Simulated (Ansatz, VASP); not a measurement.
Two plane-wave programs on PtSe2

Contents of INCAR:

```
SYSTEM = PtSe2
PREC     = Accurate       ! precision mode
ENCUT    = 520            ! plane-wave cutoff, eV
EDIFF    = 1E-6           ! SCF threshold, eV
ISMEAR   = 0              ! smearing method
SIGMA    = 0.02           ! smearing width, eV
LREAL    = .FALSE.        ! projectors in reciprocal space
LASPH    = .TRUE.         ! aspherical terms in the spheres
NELM     = 100            ! most SCF steps
ALGO     = Normal         ! electronic algorithm
ISIF     = 2              ! what is computed and relaxed
LWAVE    = .FALSE.        ! write WAVECAR
LCHARG   = .FALSE.        ! write CHGCAR
GGA      = PE             ! functional
NBANDS   = 18             ! bands
```

Contents of KPOINTS:

```
Automatic mesh
0
G
  12 12 4
  0 0 0
```

POSCAR

```
PtSe2
1.0
    3.7515594721      0.0000000000      0.0000000000
   -1.8757797360      3.2489458066      0.0000000000
    0.1950399639      0.0000000000      6.5013321315
Pt Se
1 2
Direct
    0.0000000000      0.0000000000      0.0000000000
    0.6771011860      0.3333312937      0.7990024898
    0.3228988140      0.6666687063      0.2009975102
```

Input for Ansatz:

```yaml
crystal:
  lattice:
    - [3.7515594721, 0.0, 0.0]
    - [-1.875779736, 3.2489458066, 0.0]
    - [0.1950399639, 0.0, 6.5013321315]
  atoms:
    - { symbol: Pt, position: [0.0, 0.0, 0.0] }
    - { symbol: Se, position: [0.677101186, 0.3333312937, 0.7990024898] }
    - { symbol: Se, position: [0.322898814, 0.6666687063, 0.2009975102] }
basis:
  ecutwfc: 420
kpoints:
  mp_grid: { grid: [12, 12, 4] }
  band_path: { path: [VBM, CBM], npoints: 2 }
hamiltonian:
  xc: pbe
scf:
  occupations: { method: gaussian, width: 0.02 }
output:
  forces: true
  stress: true
  eigenvalues: true
checkpoint:
  read: start.run
  write: ck
  compress: false
  write_wavefunctions: false
  write_every: 100000
```

Alike in both runs: task single point; functional PBE; k mesh 12 × 12 × 4; occupations gaussian, width 0.02 eV; no spin polarisation.

|  | VASP | Ansatz |
| --- | --- | --- |
| version | VASP 6.6.1 | Ansatz 0.2.0 |
| potentials or method | VASP PAW PBE potentials, release 64 (Pt, Se), cutoff 520 eV | scalar-relativistic, plane waves, PAW |
| valence electrons in the cell | 22 | 50 |

```csv
,VASP,Ansatz,Ansatz less VASP
gap on the k mesh at the Fermi level (eV),0.85,0.86,+0.010
least direct gap on the mesh (eV),1.02,1.03,+0.011
pressure (GPa),0.0,0.0,+0.03
```

With one functional, cell and mesh, what is left measures potentials, basis and numerics. VASP's potentials hold 22 valence electrons a cell and Ansatz's 50, so a difference there can come from the potentials and not from the codes.

Neither program's run includes spin-orbit coupling.
